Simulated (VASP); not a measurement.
Here is a VASP 6.6.1 calculation.

INCAR

```
SYSTEM = Nb
  ALGO = Normal
  EDIFF = 1E-6
  ENCUT = 520
  GGA = PE
  GGA_COMPAT = .False.
  ISIF = 2
  ISMEAR = 1
  IVDW = 12
  LASPH = .True.
  LCHARG = .False.
  LMAXMIX = 4
  LORBIT = 11
  LORBMOM = .True.
  LREAL = .False.
  LSORBIT = .True.
  LWAVE = .False.
  MAGMOM = 0 0 0
  NBANDS = 24
  NELM = 150
  PREC = Accurate
  SIGMA = 0.01
```

Contents of KPOINTS:

```
k-points
0
Gamma
  8 8 8
  0 0 0
```

The input POSCAR:

```
Nb
1.0
    0.0000000000      2.1428321391      2.1428321391
    2.1428321391      0.0000000000      2.1428321391
    2.1428321391      2.1428321391      0.0000000000
Nb
1
Direct
    0.0000000000      0.0000000000      0.0000000000
```

Potentials or basis: VASP PAW PBE potentials, release 64 (Nb_sv).

Run with:

```sh
$ cat potpaw_PBE.64/Nb_sv/POTCAR > POTCAR
$ mpirun -np 1 vasp_ncl > vasp.out
```

(1) Estimate the pressure.

(2) What does it give for the net moment?

(3) Estimate the dispersion energy per atom.

Results:

(1) -13.4 GPa.

(2) 0.00 μB per cell.

(3) -0.672 eV.

Caveat: the cell stands under tension.
